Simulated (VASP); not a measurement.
Write the native input for VASP 6.6.1 that does the following.

```yaml
Task: single point
Functional: r2SCAN
Potentials_or_basis: VASP PAW PBE potentials, release 64 (Al, Ga_d, N)
Cutoff: 520 eV
k_mesh: 6 × 6 × 6
Occupations: gaussian, width 0.05 eV
Spin: no spin polarisation
Dipole_correction: no
Further_INCAR_settings: ALGO = Normal; EDIFF = 1e-07; NBANDS = 41
```

The system is AlGa3N4.

```
CELL_PARAMETERS angstrom
4.13044 0.00000 0.00000
0.00000 4.80025 0.00000
0.00000 0.00000 4.46534
ATOMIC_POSITIONS crystal
Al 0.00000 0.00000 0.00000
Ga 0.50000 0.50000 0.00000
Ga 0.50000 0.00000 0.50000
Ga 0.00000 0.50000 0.50000
N 0.75535 0.75535 0.24465
N 0.75535 0.24465 0.75535
N 0.24465 0.75535 0.75535
N 0.24465 0.24465 0.24465
```

This cell differs from its parent crystal: strain -0.0750 x Voigt [1, -1, 0, 0, 0, 0].

These files were run (other wordings do the same):

POSCAR

```
AlGa3N4
1.0
    4.1304436183      0.0000000000      0.0000000000
    0.0000000000      4.8002452861      0.0000000000
    0.0000000000      0.0000000000      4.4653444522
Al Ga N
1 3 4
Direct
    0.0000000000      0.0000000000      0.0000000000
    0.5000000000      0.5000000000      0.0000000000
    0.5000000000      0.0000000000      0.5000000000
    0.0000000000      0.5000000000      0.5000000000
    0.7553510553      0.7553510553      0.2446489447
    0.7553510553      0.2446489447      0.7553510553
    0.2446489447      0.7553510553      0.7553510553
    0.2446489447      0.2446489447      0.2446489447
```

INCAR.step1

```
SYSTEM = AlGa3N4
PREC = Accurate
ENCUT = 520
ISMEAR = 0
SIGMA = 0.05
LREAL = .False.
LASPH = .True.
NELM = 100
NBANDS = 41
GGA = PE
ALGO = Normal
EDIFF = 1E-4
LWAVE = .True.
LCHARG = .False.
```

INCAR.step2

```
SYSTEM = AlGa3N4
PREC = Accurate
ENCUT = 520
EDIFF = 1E-7
ISMEAR = 0
SIGMA = 0.05
LREAL = .False.
LASPH = .True.
NELM = 100
ALGO = Normal
ISIF = 2
LWAVE = .False.
LCHARG = .False.
METAGGA = R2SCAN
LMIXTAU = .True.
NBANDS = 41
ISTART = 1
```

KPOINTS

```
regular mesh
0
Gamma
  6 6 6
  0 0 0
```

Potentials or basis: VASP PAW PBE potentials, release 64 (Al, Ga_d, N).

The run is started by

```sh
$ cat potpaw_PBE.64/Al/POTCAR potpaw_PBE.64/Ga_d/POTCAR potpaw_PBE.64/N/POTCAR > POTCAR
$ cp INCAR.step1 INCAR
$ mpirun -np 1 vasp_std > vasp.out
$ cp INCAR.step2 INCAR
$ mpirun -np 1 vasp_std > vasp.out
```

Results of the run:

```yaml
Pressure: 0.6 GPa
Largest_force: 0.144 eV/Å
Band_gap_on_the_k_mesh: 2.49 eV
```

Caveat: the cell differs from its parent crystal (strain -0.0750 x Voigt [1, -1, 0, 0, 0, 0]); the stress differs along the axes, from -12 to 9 GPa; the PAW data sets were made with another functional, which shifts forces and pressure a little.

Wall time 18 min on 1 thread of Intel Xeon 8259CL, with other jobs on the host, peak memory 0.33 GiB.
